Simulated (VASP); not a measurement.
A run of VASP 6.6.1:

File POSCAR:

```
BaTiO3
1.0
    3.9940395044      0.0000000000      0.0000000000
    0.0000000000      3.9940395044      0.0000000000
    0.0000000000      0.0000000000      3.9940634710
Ba Ti O
1 1 3
Direct
    0.5000000000      0.5000000000      0.5825414600
    0.0000000000      0.0000000000      0.0825414600
    0.0000000000      0.5000000000      0.0825414600
    0.5000000000      0.0000000000      0.0825414600
    0.0000000000      0.0000000000      0.5825414600
```

Contents of INCAR.step1:

```
SYSTEM = BaTiO3
ALGO = Normal
EDIFF = 1E-5
ENCUT = 660
GGA = PE
GGA_COMPAT = .False.
ISMEAR = 0
LASPH = .True.
LCHARG = .False.
LREAL = .False.
LWAVE = .True.
NBANDS = 28
NELM = 120
PREC = Accurate
SIGMA = 0.02
```

INCAR.step2

```
SYSTEM = BaTiO3
ALGO = Normal
EDIFF = 1E-6
ENCUT = 660
GGA_COMPAT = .False.
ISIF = 2
ISMEAR = 0
ISTART = 1
LASPH = .True.
LCHARG = .False.
LMIXTAU = .True.
LREAL = .False.
LWAVE = .False.
METAGGA = R2SCAN
NBANDS = 28
NELM = 120
PREC = Accurate
SIGMA = 0.02
```

File KPOINTS:

```
k-points
0
Gamma
  8 8 8
  0 0 0
```

Potentials or basis: VASP PAW PBE potentials, release 64 (Ba_sv, Ti_sv, O).

Command:

```console
$ cat potpaw_PBE.64/Ba_sv/POTCAR potpaw_PBE.64/Ti_sv/POTCAR potpaw_PBE.64/O/POTCAR > POTCAR
$ cp INCAR.step1 INCAR
$ mpirun -np 1 vasp_std > vasp.out
$ cp INCAR.step2 INCAR
$ mpirun -np 1 vasp_std > vasp.out
```

Hardware: 1 thread of Oxide Virtual Turin-like Processor (shared host).

Q: Estimate the wall time of this run.

A: It took 9.9 min on 1 thread of Oxide Virtual Turin-like Processor, on a shared host, peak memory 0.24 GiB. Counts: k points 35.
